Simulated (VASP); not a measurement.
# SrO in VASP: a series of runs

The runs below take SrO through single point, with PBE.

Program: VASP 6.6.1. These are calculated values, not measurements. Logs are shortened: lines on timing, memory, paths and dates and some standing lists are left out, and cuts for length are marked.

## (1) The cell of the first run

It takes space group I4/mmm (No. 139, tetragonal). Conventional cell: a = 3.653 Å, b = 3.653 Å, c = 5.088 Å, α = 90.00°, β = 90.00°, γ = 90.00°. Within 3.4 Å of Sr (site symmetry 4/mmm) lie 6 O at 2.54 to 2.58 Å. Within 3.4 Å of O (site symmetry 4/mmm) lie 6 Sr at 2.54 to 2.58 Å.

## (2) Single point, PBE (z stretched by -1 % at fixed volume)

Contents of INCAR:

```
PREC = Accurate
ENCUT = 520
EDIFF = 1E-6
ISMEAR = -1
SIGMA = 0.02
LREAL = False
LASPH = True
NELM = 80
ALGO = Normal
ISIF = 2
LWAVE = False
LCHARG = False
GGA = PE
NBANDS = 15
```

Contents of KPOINTS:

```
regular mesh
0
Gamma
  8 8 8
```

Contents of POSCAR:

```
SrO
1.0
    0.0000000000      2.5827461778      2.5441020000
    2.5827461778      0.0000000000      2.5441020000
    2.5827461778      2.5827461778      0.0000000000
Sr O
1 1
Direct
    0.0000000000      0.0000000000      0.0000000000
    0.5000000000      0.5000000000      0.5000000000
```

Potentials or basis: VASP PAW PBE potentials, release 64 (Sr_sv, O).

Run with:

```console
$ cat potpaw_PBE.64/Sr_sv/POTCAR potpaw_PBE.64/O/POTCAR > POTCAR
$ mpirun -np 1 vasp_std > vasp.out
```

OUTCAR:

```text
PREC = Accurate
   ENCUT = 520
   EDIFF = 1E-6
   ISMEAR = -1
   LREAL = False
   LASPH = True
   NELM = 80
   ISIF = 2
   GGA = PE

 ion  position               nearest neighbor table
   1  0.000  0.000  0.000-   2 2.54   2 2.54   2 2.58   2 2.58   2 2.58   2 2.58
   2  0.500  0.500  0.500-   1 2.54   1 2.54   1 2.58   1 2.58   1 2.58   1 2.58

  LATTYP: Found a body centered tetragonal cell.
 ALAT       =     3.6525546728
 C/A-ratio  =     1.3930534806

  Lattice vectors:

 A1 = (   0.0000000000,  -2.5827461778,  -2.5441020000)
 A2 = (   0.0000000000,   2.5827461778,  -2.5441020000)
 A3 = (   2.5827461778,   0.0000000000,   2.5441020000)

Analysis of symmetry for initial positions (statically):
=====================================================================
 Subroutine PRICEL returns:
 Original cell was already a primitive cell.

 Routine SETGRP: Setting up the symmetry group for a
 body centered tetragonal supercell.

 Subroutine GETGRP returns: Found 16 space group operations
 (whereof 16 operations were pure point group operations)
 out of a pool of 16 trial point group operations.

The static configuration has the point symmetry D_4h.

Analysis of symmetry for dynamics (positions and initial velocities):
=====================================================================
 Subroutine PRICEL returns:
 Original cell was already a primitive cell.

 Routine SETGRP: Setting up the symmetry group for a
 body centered tetragonal supercell.

 Subroutine GETGRP returns: Found 16 space group operations
 (whereof 16 operations were pure point group operations)
 out of a pool of 16 trial point group operations.

The dynamic configuration has the point symmetry D_4h.

 Subroutine INISYM returns: Found 16 space group operations
 (whereof 16 operations are pure point group operations),
 and found     1 'primitive' translations

----------------------------------------------------------------------------------------

                                     Primitive cell

  volume of cell :      33.9413

  direct lattice vectors                    reciprocal lattice vectors
     0.000000000  2.582746178  2.544102000    -0.193592388  0.193592388  0.196533001
     2.582746178  0.000000000  2.544102000     0.193592388 -0.193592388  0.196533001
     2.582746178  2.582746178  0.000000000     0.193592388  0.193592388 -0.196533001

  length of vectors
     3.625332096  3.625332096  3.652554673     0.337018168  0.337018168  0.337018168

  position of ions in fractional coordinates (direct lattice)
     0.000000000  0.000000000  0.000000000
     0.500000000  0.500000000  0.500000000

  ion indices of the primitive-cell ions
   primitive index   ion index
                 1           1
                 2           2

----------------------------------------------------------------------------------------

 KPOINTS: regular mesh

Automatic generation of k-mesh.
 Grid dimensions read from file:
 generate k-points for:    8    8    8

 Generating k-lattice:

  Cartesian coordinates                     Fractional coordinates (reciprocal lattice)
    -0.024199048  0.024199048  0.024566625     0.125000000  0.000000000  0.000000000
     0.024199048 -0.024199048  0.024566625     0.000000000  0.125000000  0.000000000
     0.024199048  0.024199048 -0.024566625     0.000000000  0.000000000  0.125000000

  Length of vectors
     0.042127271  0.042127271  0.042127271

  Shift w.r.t. Gamma in fractional coordinates (k-lattice)
     0.000000000  0.000000000  0.000000000

 Subroutine IBZKPT returns following result:
 ===========================================

 Found     59 irreducible k-points:

 Following reciprocal coordinates:
            Coordinates               Weight
  0.000000  0.000000  0.000000      1.000000
  0.125000  0.000000  0.000000      8.000000
  0.250000  0.000000  0.000000      8.000000
  0.375000  0.000000  0.000000      8.000000
  0.500000  0.000000  0.000000      4.000000
  0.125000  0.125000  0.000000      2.000000
[... 16 lines left out ...]
  0.250000  0.000000  0.125000     16.000000
  0.375000  0.000000  0.125000     16.000000
 [... further k-points ...]
   k-points           NKPTS =     59   k-points in BZ     NKDIM =     59   number of bands    NBANDS=     15
   number of dos      NEDOS =    301   number of ions     NIONS =      2
   total plane-waves  NPLWV =  21952
   dimension x,y,z NGX =    28 NGY =   28 NGZ =   28
   dimension x,y,z NGXF=    56 NGYF=   56 NGZF=   56
   ions per type =               1   1
   NGX,Y,Z   is equivalent  to a cutoff of  12.84, 12.84, 12.74 a.u.
   NGXF,Y,Z  is equivalent  to a cutoff of  25.68, 25.68, 25.49 a.u.
 SYSTEM =  unknown system
   PREC   = accura    normal or accurate (medium, high low for compatibility)
   ISTART =      0    job   : 0-new  1-cont  2-samecut
   ICHARG =      2    charge: 1-file 2-atom 10-const
   ISPIN  =      1    spin polarized calculation?
   LNONCOLLINEAR =      F non collinear calculations
   LSORBIT =      F    spin-orbit coupling
   LASPH  =      T    aspherical Exc in radial PAW
   ENCUT  =  520.0 eV  38.22 Ry    6.18 a.u.   6.74  6.74  6.79*2*pi/ulx,y,z
   NELM   =     80;   NELMIN=  2; NELMDL= -5     # of ELM steps
   EDIFF  = 0.1E-05   stopping-criterion for ELM
   LREAL  =      F    real-space projection
   EDIFFG = 0.1E-04   stopping-criterion for IOM
   NSW    =      0    number of steps for IOM
   IBRION =     -1    ionic relax: 0-MD 1-quasi-New 2-CG
   NFREE  =      0    steps in history (QN), initial steepest desc. (CG)
   ISIF   =      2    stress and relaxation
   ISYM   =      2    0-nonsym 1-usesym 2-fastsym
   POTIM  = 0.5000    time-step for ionic-motion
   TEBEG  =    0.0;   TEEND  =   0.0 temperature during run
   PSTRESS=    0.0 pullay stress
   NELECT =      16.0000    total number of electrons
   NUPDOWN=      -1.0000    fix difference up-down
   EMIN   =  10.00;   EMAX   =-10.00  energy-range for DOS
   EFERMI =   0.00;   METHOD = LEGACY
   ISMEAR =    -1;   SIGMA  =   0.02  broadening in eV -4-tet -1-fermi 0-gaus
   EFERMI_NEDOS =   21; number of points for ismear=-14 and -15
   IALGO  =     38    algorithm
   IMIX   =      4    mixing-type and parameters
     AMIX     =   0.40;   BMIX     =  1.00
     AMIX_MAG =   1.60;   BMIX_MAG =  1.00
  volume/ion in A,a.u.               =      16.97       114.52
  Fermi-wavevector in a.u.,A,eV,Ry     =   1.274106  2.407711 22.086959  1.623346
  Thomas-Fermi vector in A             =   2.406892
   LORBIT       =      0    0 simple, 1 ext, 2 COOP (PROOUT), +10 PAW based schemes
   GGA     = PE    functional components
   LHFCALC =     F    Hartree Fock is set to
   AEXX    =    0.0000 exact exchange contribution
   IVDW    =     0    specifies the selected vdW correction
   LEPSILON=     F    determine dielectric tensor
   LRPA    =     F    only Hartree local field effects (RPA)
 non-spin polarized calculation
  energy-cutoff  :      520.00
  volume of cell :       33.94
 maximum number of plane-waves:       934
   NGX = 13   NGY = 13   NGZ = 13

 number of electron      15.9999997 magnetization

 Free energy of the ion-electron system (eV)
  ---------------------------------------------------
  ext. energy  EPLUGINS =         0.00000000
  ---------------------------------------------------
  free energy    TOTEN  =       -12.03796894 eV

  energy without entropy =      -12.03796894  energy(sigma->0) =      -12.03796894

 E-fermi :   2.1411     XC(G=0): -10.0327

 val. band max:        1.7075801807   @ k =   0.0000   0.0000   0.0000
 cond. band min:       4.8975050560   @ k =   0.5000   0.5000   0.0000
 fundamental gap:      3.1899248753
 Fermi energy:         2.1410524942

 k-point     1 :       0.0000    0.0000    0.0000
  band No.  band energies     occupation
      1     -30.7130      2.00000
      2     -13.4228      2.00000
      3     -12.3531      2.00000
      4     -12.3531      2.00000
      5     -12.3432      2.00000
      6       1.6517      2.00000
      7       1.6517      2.00000
      8       1.7076      2.00000
      9       5.6575      0.00000
     10       7.8476      0.00000
     11       7.8476      0.00000
     12       7.9607      0.00000
     13       9.9531      0.00000
     14      10.1645      0.00000
     15      14.3905      0.00000

 k-point     2 :       0.1250    0.0000    0.0000
  band No.  band energies     occupation
      1     -30.6930      2.00000
      2     -13.7911      2.00000
      3     -12.3672      2.00000
      4     -12.3575      2.00000
      5     -12.0298      2.00000
      6       1.2161      2.00000
      7       1.4571      2.00000
      8       1.4895      2.00000
      9       6.3543      0.00000
     10       7.7340      0.00000
     11       8.1590      0.00000
     12       8.2265      0.00000
     13      10.3579      0.00000
     14      10.5770      0.00000
     15      15.3866      0.00000

 k-point     3 :       0.2500    0.0000    0.0000
  band No.  band energies     occupation
      1     -30.6441      2.00000
      2     -14.3651      2.00000
      3     -12.4010      2.00000
      4     -12.3823      2.00000
      5     -11.5743      2.00000
      6       0.3918      2.00000
      7       1.0374      2.00000
      8       1.0535      2.00000
      9       7.6613      0.00000
     10       7.9041      0.00000
     11       9.0021      0.00000
     12       9.0420      0.00000
     13      11.3735      0.00000
     14      11.6032      0.00000
     15      17.3720      0.00000

 k-point     4 :       0.3750    0.0000    0.0000
  band No.  band energies     occupation
      1     -30.5945      2.00000
      2     -14.7936      2.00000
      3     -12.4341      2.00000
      4     -12.4068      2.00000
      5     -11.2645      2.00000
      6      -0.2611      2.00000
      7       0.6702      2.00000
      8       0.6730      2.00000
      9       7.9936      0.00000
     10       9.4243      0.00000
     11      10.0233      0.00000
     12      10.0471      0.00000
     13      12.6509      0.00000
     14      12.8571      0.00000
     15      17.1839      0.00000
[... 307 lines left out ...]
 k-point    22 :       0.1250    0.0000    0.1250
  band No.  band energies     occupation
      1     -30.6869      2.00000
      2     -13.8089      2.00000
      3     -12.4043      2.00000
      4     -12.3994      2.00000
      5     -11.9836      2.00000
      6       0.9051      2.00000
      7       1.5838      2.00000
      8       1.6423      2.00000
      9       6.4387      0.00000
     10       7.1829      0.00000
     11       8.4999      0.00000
     12       8.6001      0.00000
     13      10.3114      0.00000
     14      10.7977      0.00000
     15      15.6638      0.00000

 k-point    23 :       0.2500    0.0000    0.1250
  band No.  band energies     occupation
      1     -30.6482      2.00000
      2     -14.1855      2.00000
      3     -12.4515      2.00000
      4     -12.4328      2.00000
      5     -11.7255      2.00000
      6       0.4153      2.00000
      7       1.2899      2.00000
      8       1.4008      2.00000
      9       6.9229      0.00000
     10       7.4638      0.00000
     11       9.2277      0.00000
     12       9.3766      0.00000
     13      10.9181      0.00000
     14      11.6274      0.00000
     15      17.3608      0.00000

 k-point    24 :       0.3750    0.0000    0.1250
  band No.  band energies     occupation
      1     -30.5990      2.00000
      2     -14.5903      2.00000
      3     -12.4887      2.00000
      4     -12.4727      2.00000
      5     -11.4764      2.00000
      6       0.0296      2.00000
      7       0.8165      2.00000
      8       1.0022      2.00000
      9       7.3002      0.00000
     10       8.7434      0.00000
     11      10.1394      0.00000
     12      10.3150      0.00000
     13      12.1530      0.00000
     14      12.5851      0.00000
     15      17.3780      0.00000

 [... further k-points ...]
[... 5 lines left out ...]
  --------------------------------------------------------------------------------------
  -------------------------------------------------------------------------------------
  Total        0.5974501      0.5974501      1.0689057      0.0000000      0.0000000      0.0000000
  in kB       28.2022815     28.2022815     50.4570651      0.0000000      0.0000000      0.0000000
  external PRESSURE =      35.6205427 kB  Pullay stress =       0.0000000 kB

 VOLUME and BASIS-vectors are now :
 -----------------------------------------------------------------------------
  energy-cutoff  :      520.00
  volume of cell :       33.94
      direct lattice vectors                 reciprocal lattice vectors
     0.000000000  2.582746178  2.544102000    -0.193592388  0.193592388  0.196533001
     2.582746178  0.000000000  2.544102000     0.193592388 -0.193592388  0.196533001
     2.582746178  2.582746178  0.000000000     0.193592388  0.193592388 -0.196533001

 POSITION                                       TOTAL-FORCE (eV/Angst)
 -----------------------------------------------------------------------------------
      0.00000      0.00000      0.00000        -0.000000     -0.000000      0.000000
      2.58275      2.58275      2.54410         0.000000      0.000000      0.000000
 -----------------------------------------------------------------------------------
    total drift:                                0.000000      0.000000      0.000000

  FREE ENERGIE OF THE ION-ELECTRON SYSTEM (eV)
  ---------------------------------------------------
  free  energy   TOTEN  =       -12.0379689420 eV

  energy  without entropy=      -12.0379689420  energy(sigma->0) =      -12.03796894
```

Run time: 12 s. Hardware: 1 thread of Intel Xeon 6975P-C (Granite Rapids), shared host; peak memory 0.17 GiB.

What came out:

| Quantity | Value |
| --- | --- |
| Free energy | -12.0380 eV |
| Pressure | 3.6 GPa |
| Band gap on the k mesh | 3.19 eV, indirect (least direct gap 3.33 eV) |

Stress tensor (GPa, compression positive):
```
2.82 0.00 0.00
0.00 2.82 0.00
0.00 0.00 5.05
```

Levels at points of the mesh, in eV from the valence-band top:
```tsv
k point	band 4	band 5	band 6	band 7	band 8	band 9	band 10	band 11	band 12	band 13
(0.00, 0.00, 0.00)	-14.06	-14.05	-0.06	-0.06	0.00	3.95	6.14	6.14	6.25	8.25
(0.50, 0.00, 0.00)	-14.12	-12.86	-2.21	-1.18	-1.18	6.52	8.43	8.81	8.83	11.81
(0.50, 0.50, 0.00)	-14.44	-14.44	-0.40	-0.15	-0.15	3.19	7.78	10.14	10.40	11.07
(0.50, 0.00, 0.50)	-14.43	-14.40	-0.50	-0.15	-0.08	3.25	7.77	10.16	10.33	10.97
```

 A k mesh can miss the band edges.

(Continued in part 2 of 2.)
